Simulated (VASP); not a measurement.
# MgO (P6_3mc) in VASP: notebook

MgO is run at these levels: PBEsol; tasks: single point.

All numbers are computed with VASP 6.6.1; they aren't measurements. Logs are shortened: lines on timing, memory, paths and dates and some standing lists are left out, and cuts for length are marked.

## 1. The cell of the first run

Symmetry: P6_3mc, No. 186, hexagonal system. The conventional cell has a = 3.535 Å, b = 3.535 Å, c = 4.618 Å, α = 90.00°, β = 90.00°, γ = 120.00°. Mg (site symmetry 3m) has 4 O at 1.83 to 2.10 Å within 2.4 Å. O (site symmetry 3m) has 4 Mg at 1.83 to 2.10 Å within 2.4 Å.

## 2. Single point, PBEsol

INCAR reads:

```
PREC     = Accurate       # precision mode
ENCUT    = 520            # plane-wave cutoff, eV
EDIFF    = 1E-6           # SCF threshold, eV
ISMEAR   = 0              # smearing method
SIGMA    = 0.05           # smearing width, eV
LREAL    = False          # projectors in reciprocal space
LASPH    = True           # aspherical terms in the spheres
NELM     = 80             # most SCF steps
ALGO     = Normal         # electronic algorithm
ISIF     = 2              # what is computed and relaxed
LWAVE    = False          # write WAVECAR
LCHARG   = False          # write CHGCAR
GGA      = PS             # functional
NBANDS   = 16             # bands
```

KPOINTS reads:

```
Automatic mesh
0
Gamma
  9 9 6
```

POSCAR reads:

```
MgO
1.0
    3.5347000000      0.0000000000      0.0000000000
   -1.7673500000      3.0611399948      0.0000000000
    0.0000000000      0.0000000000      4.6178000000
Mg O
2 2
Direct
    0.3333333333      0.6666666667      0.0036583380
    0.6666666667      0.3333333333      0.5036583380
    0.3333333333      0.6666666667      0.4009416620
    0.6666666667      0.3333333333      0.9009416620
```

Potentials or basis: VASP PAW PBE potentials, release 64 (Mg, O).

The run is started by

```console
cat potpaw_PBE.64/Mg/POTCAR potpaw_PBE.64/O/POTCAR > POTCAR
mpirun -np 1 vasp_std > vasp.out
```

OUTCAR:

```text
PREC = Accurate
   ENCUT = 520
   EDIFF = 1E-6
   ISMEAR = 0
   LREAL = False
   LASPH = True
   NELM = 80
   ISIF = 2
   GGA = PS

 ion  position               nearest neighbor table
   1  0.333  0.667  0.004-   3 1.83   4 2.10   4 2.10   4 2.10   3 2.78   2 3.08   2 3.08   2 3.08
                             2 3.08   2 3.08   2 3.08
   2  0.667  0.333  0.504-   4 1.83   3 2.10   3 2.10   3 2.10   4 2.78   1 3.08   1 3.08   1 3.08
                             1 3.08   1 3.08   1 3.08
   3  0.333  0.667  0.401-   1 1.83   2 2.10   2 2.10   2 2.10   1 2.78
   4  0.667  0.333  0.901-   2 1.83   1 2.10   1 2.10   1 2.10   2 2.78

  LATTYP: Found a hexagonal cell.
 ALAT       =     3.5347000000
 C/A-ratio  =     1.3064192152

  Lattice vectors:

 A1 = (   3.5347000000,   0.0000000000,   0.0000000000)
 A2 = (  -1.7673500000,   3.0611399948,   0.0000000000)
 A3 = (   0.0000000000,   0.0000000000,   4.6178000000)

Analysis of symmetry for initial positions (statically):
=====================================================================
 Subroutine PRICEL returns:
 Original cell was already a primitive cell.

 Routine SETGRP: Setting up the symmetry group for a
 hexagonal supercell.

 Subroutine GETGRP returns: Found 12 space group operations
 (whereof  6 operations were pure point group operations)
 out of a pool of 24 trial point group operations.

The static configuration has the point symmetry C_3v.
 The point group associated with its full space group is C_6v.

Analysis of symmetry for dynamics (positions and initial velocities):
=====================================================================
 Subroutine PRICEL returns:
 Original cell was already a primitive cell.

 Routine SETGRP: Setting up the symmetry group for a
 hexagonal supercell.

 Subroutine GETGRP returns: Found 12 space group operations
 (whereof  6 operations were pure point group operations)
 out of a pool of 24 trial point group operations.

The dynamic configuration has the point symmetry C_3v.
 The point group associated with its full space group is C_6v.

 Subroutine INISYM returns: Found 12 space group operations
 (whereof  6 operations are pure point group operations),
 and found     1 'primitive' translations

----------------------------------------------------------------------------------------

                                     Primitive cell

  volume of cell :      49.9656

  direct lattice vectors                    reciprocal lattice vectors
     3.534700000  0.000000000  0.000000000     0.282909441  0.163337842  0.000000000
    -1.767350000  3.061139995  0.000000000     0.000000000  0.326675683  0.000000000
     0.000000000  0.000000000  4.617800000     0.000000000  0.000000000  0.216553337

  length of vectors
     3.534700000  3.534700000  4.617800000     0.326675683  0.326675683  0.216553337

  position of ions in fractional coordinates (direct lattice)
     0.333333333  0.666666667  0.003658338
     0.666666667  0.333333333  0.503658338
     0.333333333  0.666666667  0.400941662
     0.666666667  0.333333333  0.900941662

  ion indices of the primitive-cell ions
   primitive index   ion index
                 1           1
                 2           2
                 3           3
                 4           4

----------------------------------------------------------------------------------------

 KPOINTS: Automatic mesh

Automatic generation of k-mesh.
 Grid dimensions read from file:
 generate k-points for:    9    9    6

 Generating k-lattice:

  Cartesian coordinates                     Fractional coordinates (reciprocal lattice)
     0.031434382  0.018148649  0.000000000     0.111111111 -0.000000000  0.000000000
     0.000000000  0.036297298  0.000000000     0.000000000  0.111111111  0.000000000
     0.000000000  0.000000000  0.036092223     0.000000000  0.000000000  0.166666667

  Length of vectors
     0.036297298  0.036297298  0.036092223

  Shift w.r.t. Gamma in fractional coordinates (k-lattice)
     0.000000000  0.000000000  0.000000000

 Subroutine IBZKPT returns following result:
 ===========================================

 Found     48 irreducible k-points:

 Following reciprocal coordinates:
            Coordinates               Weight
  0.000000  0.000000  0.000000      1.000000
  0.111111  0.000000  0.000000      6.000000
  0.222222  0.000000  0.000000      6.000000
  0.333333 -0.000000  0.000000      6.000000
  0.444444  0.000000  0.000000      6.000000
  0.111111  0.111111  0.000000      6.000000
[... 16 lines left out ...]
  0.333333  0.222222  0.166667     24.000000
  0.333333  0.333333  0.166667      4.000000
 [... further k-points ...]
   k-points           NKPTS =     48   k-points in BZ     NKDIM =     48   number of bands    NBANDS=     16
   number of dos      NEDOS =    301   number of ions     NIONS =      4
   total plane-waves  NPLWV =  28224
   dimension x,y,z NGX =    28 NGY =   28 NGZ =   36
   dimension x,y,z NGXF=    56 NGYF=   56 NGZF=   72
   ions per type =               2   2
   NGX,Y,Z   is equivalent  to a cutoff of  13.17, 13.17, 12.96 a.u.
   NGXF,Y,Z  is equivalent  to a cutoff of  26.34, 26.34, 25.92 a.u.
 SYSTEM =  unknown system
   PREC   = accura    normal or accurate (medium, high low for compatibility)
   ISTART =      0    job   : 0-new  1-cont  2-samecut
   ICHARG =      2    charge: 1-file 2-atom 10-const
   ISPIN  =      1    spin polarized calculation?
   LNONCOLLINEAR =      F non collinear calculations
   LSORBIT =      F    spin-orbit coupling
   LASPH  =      T    aspherical Exc in radial PAW
   ENCUT  =  520.0 eV  38.22 Ry    6.18 a.u.   6.57  6.57  8.59*2*pi/ulx,y,z
   NELM   =     80;   NELMIN=  2; NELMDL= -5     # of ELM steps
   EDIFF  = 0.1E-05   stopping-criterion for ELM
   LREAL  =      F    real-space projection
   EDIFFG = 0.1E-04   stopping-criterion for IOM
   NSW    =      0    number of steps for IOM
   IBRION =     -1    ionic relax: 0-MD 1-quasi-New 2-CG
   NFREE  =      0    steps in history (QN), initial steepest desc. (CG)
   ISIF   =      2    stress and relaxation
   ISYM   =      2    0-nonsym 1-usesym 2-fastsym
   POTIM  = 0.5000    time-step for ionic-motion
   TEBEG  =    0.0;   TEEND  =   0.0 temperature during run
   PSTRESS=    0.0 pullay stress
   NELECT =      16.0000    total number of electrons
   NUPDOWN=      -1.0000    fix difference up-down
   EMIN   =  10.00;   EMAX   =-10.00  energy-range for DOS
   EFERMI =   0.00;   METHOD = LEGACY
   ISMEAR =     0;   SIGMA  =   0.05  broadening in eV -4-tet -1-fermi 0-gaus
   EFERMI_NEDOS =   21; number of points for ismear=-14 and -15
   IALGO  =     38    algorithm
   IMIX   =      4    mixing-type and parameters
     AMIX     =   0.40;   BMIX     =  1.00
     AMIX_MAG =   1.60;   BMIX_MAG =  1.00
  volume/ion in A,a.u.               =      12.49        84.30
  Fermi-wavevector in a.u.,A,eV,Ry     =   1.120017  2.116525 17.067660  1.254438
  Thomas-Fermi vector in A             =   2.256660
   LORBIT       =      0    0 simple, 1 ext, 2 COOP (PROOUT), +10 PAW based schemes
   GGA     = PS    functional components
   LHFCALC =     F    Hartree Fock is set to
   AEXX    =    0.0000 exact exchange contribution
   IVDW    =     0    specifies the selected vdW correction
   LEPSILON=     F    determine dielectric tensor
   LRPA    =     F    only Hartree local field effects (RPA)
 non-spin polarized calculation
 Gauss-broadening in eV      SIGMA  =   0.05
  energy-cutoff  :      520.00
  volume of cell :       49.97
 maximum number of plane-waves:      1386
 NGX is ok and might be reduce to    28
   NGX = 13   NGY = 13   NGZ = 17

 number of electron      15.9999999 magnetization

 Free energy of the ion-electron system (eV)
  ---------------------------------------------------
  ext. energy  EPLUGINS =         0.00000000
  ---------------------------------------------------
  free energy    TOTEN  =       -24.06158867 eV

  energy without entropy =      -24.06158867  energy(sigma->0) =      -24.06158867

 E-fermi :   1.0293     XC(G=0):  -9.7149

 val. band max:        0.8128397015   @ k =   0.0000   0.0000   0.0000
 cond. band min:       3.7470695584   @ k =   0.0000   0.0000   0.0000
 fundamental gap:      2.9342298569
 Fermi energy:         1.0292962911

 k-point     1 :       0.0000    0.0000    0.0000
  band No.  band energies     occupation
      1     -15.3080      2.00000
      2     -14.3577      2.00000
      3      -2.1790      2.00000
      4      -0.2670      2.00000
      5      -0.2670      2.00000
      6       0.3186      2.00000
[... 8 lines left out ...]
     15      15.7329      0.00000
     16      16.0924      0.00000

 k-point     2 :       0.1111    0.0000    0.0000
  band No.  band energies     occupation
      1     -15.2584      2.00000
      2     -14.3572      2.00000
      3      -2.0851      2.00000
      4      -0.4930      2.00000
      5      -0.3527      2.00000
      6      -0.0260      2.00000
[... 8 lines left out ...]
     15      15.8763      0.00000
     16      15.9095      0.00000

 k-point     3 :       0.2222    0.0000    0.0000
  band No.  band energies     occupation
      1     -15.1237      2.00000
      2     -14.3638      2.00000
      3      -1.8236      2.00000
      4      -1.1281      2.00000
      5      -0.5341      2.00000
      6      -0.4891      2.00000
[... 8 lines left out ...]
     15      15.0643      0.00000
     16      15.1321      0.00000

 k-point     4 :       0.3333   -0.0000    0.0000
  band No.  band energies     occupation
      1     -14.9438      2.00000
      2     -14.3951      2.00000
      3      -1.8064      2.00000
      4      -1.4052      2.00000
      5      -0.8346      2.00000
      6      -0.7070      2.00000
[... 8 lines left out ...]
     15      14.6909      0.00000
     16      14.7213      0.00000
[... 324 lines left out ...]
 k-point    22 :       0.2222    0.2222    0.1667
  band No.  band energies     occupation
      1     -14.8175      2.00000
      2     -14.4459      2.00000
      3      -1.8347      2.00000
      4      -1.7406      2.00000
      5      -0.8370      2.00000
      6      -0.5640      2.00000
[... 8 lines left out ...]
     15      14.1480      0.00000
     16      15.9015      0.00000

 k-point    23 :       0.3333    0.2222    0.1667
  band No.  band energies     occupation
      1     -14.6847      2.00000
      2     -14.5001      2.00000
      3      -2.0512      2.00000
      4      -1.5456      2.00000
      5      -1.2124      2.00000
      6      -0.3350      2.00000
[... 8 lines left out ...]
     15      14.0529      0.00000
     16      15.8610      0.00000

 k-point    24 :       0.3333    0.3333    0.1667
  band No.  band energies     occupation
      1     -14.5787      2.00000
      2     -14.5787      2.00000
      3      -1.9536      2.00000
      4      -1.4824      2.00000
      5      -1.4824      2.00000
      6      -0.2751      2.00000
[... 8 lines left out ...]
     15      14.0608      0.00000
     16      16.4698      0.00000

 [... further k-points ...]
[... 5 lines left out ...]
  --------------------------------------------------------------------------------------
  -------------------------------------------------------------------------------------
  Total       -4.0958456     -4.0958456      4.8532352      0.0000000      0.0000000     -0.0000000
  in kB     -131.3358513   -131.3358513    155.6220201      0.0000000      0.0000000     -0.0000000
  external PRESSURE =     -35.6832275 kB  Pullay stress =       0.0000000 kB

 VOLUME and BASIS-vectors are now :
 -----------------------------------------------------------------------------
  energy-cutoff  :      520.00
  volume of cell :       49.97
      direct lattice vectors                 reciprocal lattice vectors
     3.534700000  0.000000000  0.000000000     0.282909441  0.163337842  0.000000000
    -1.767350000  3.061139995  0.000000000     0.000000000  0.326675683  0.000000000
     0.000000000  0.000000000  4.617800000     0.000000000  0.000000000  0.216553337

 POSITION                                       TOTAL-FORCE (eV/Angst)
 -----------------------------------------------------------------------------------
     -0.00000      2.04076      0.01689        -0.000000      0.000000     -1.993699
      1.76735      1.02038      2.32579         0.000000      0.000000     -1.993699
     -0.00000      2.04076      1.85147        -0.000000      0.000000      1.993699
      1.76735      1.02038      4.16037        -0.000000     -0.000000      1.993699
 -----------------------------------------------------------------------------------
    total drift:                               -0.000000      0.000000     -0.000513

  FREE ENERGIE OF THE ION-ELECTRON SYSTEM (eV)
  ---------------------------------------------------
  free  energy   TOTEN  =       -24.0615886750 eV

  energy  without entropy=      -24.0615886750  energy(sigma->0) =      -24.06158867
```

Wall time 35 s (1 thread of Intel Xeon Platinum 8259CL at 2.50GHz (Skylake/Cascade Lake), shared host); peak memory 0.19 GiB.

Results:

| Property | Result |
| --- | --- |
| Free energy | -24.0616 eV |
| Pressure | -3.6 GPa |
| Largest force | 1.994 eV/Å |
| Band gap on the k mesh | 2.93 eV, direct |

Forces on the atoms (eV/Å):
```
Mg   0.000  0.000 -1.994
Mg   0.000  0.000 -1.994
O    0.000  0.000  1.994
O    0.000  0.000  1.994
```

Levels at points of the mesh, in eV from the valence-band top:
| k point | band 4 | band 5 | band 6 | band 7 | band 8 | band 9 | band 10 | band 11 | band 12 | band 13 |
| --- | --- | --- | --- | --- | --- | --- | --- | --- | --- | --- |
| (0.00, 0.00, 0.00) | -1.08 | -1.08 | -0.49 | -0.49 | 0.00 | 2.93 | 7.90 | 10.57 | 12.31 | 12.31 |
| (0.00, 0.00, 0.50) | -1.96 | -0.79 | -0.79 | -0.79 | -0.79 | 5.53 | 5.53 | 12.78 | 12.78 | 12.78 |

Caveat: the PAW data sets were made with another functional, which shifts forces and pressure a little. A k mesh can miss the band edges.

(Part 1 of 2 ends here.)
